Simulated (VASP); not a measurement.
**Be: single point with PBE**

Crystal: Be.

```
CELL_PARAMETERS angstrom
-2.10910 2.10910 1.05591
2.10910 -2.10910 1.05591
2.10910 2.10910 -1.05591
ATOMIC_POSITIONS crystal
Be 0.62500 0.87500 0.75000
Be 0.37500 0.12500 0.25000
```

- Program: VASP 6.6.1
- Task: single point
- Functional: PBE
- Potentials or basis: VASP PAW PBE potentials, release 64 (Be)
- Cutoff: 520 eV
- k mesh: 20 × 20 × 20
- Occupations: fermi-dirac, width 0.08 eV
- Spin: no spin polarisation
- Dipole correction: no
- k mesh for the DOS: 30 × 30 × 30
- Occupations for the DOS: tetrahedron
- Further INCAR settings: ALGO = Normal; EDIFF = 1e-06; NBANDS = 9

| Property | Result |
| --- | --- |
| Valence electrons inside the program's atomic spheres | Be 1.05 |

Levels at points of the mesh, in eV from the Fermi level:
```tsv
k point	band 1	band 2	band 3	band 4	band 5	band 6	band 7
(0.00, 0.00, 0.00)	-10.26	0.74	0.74	6.77	7.87	14.17	14.17
(0.50, 0.00, 0.00)	-3.51	-0.72	2.97	3.33	6.92	7.16	12.83
(0.50, 0.50, 0.00)	-6.99	-6.99	4.75	4.75	9.84	9.84	17.44
(0.50, 0.50, 0.50)	-5.01	-5.01	-1.74	-1.74	16.24	16.24	18.02
```

Wall time 2.5 min on 1 thread of AMD EPYC 9R45 96-Core Processor (Zen 5), on a shared host, peak memory 0.45 GiB.
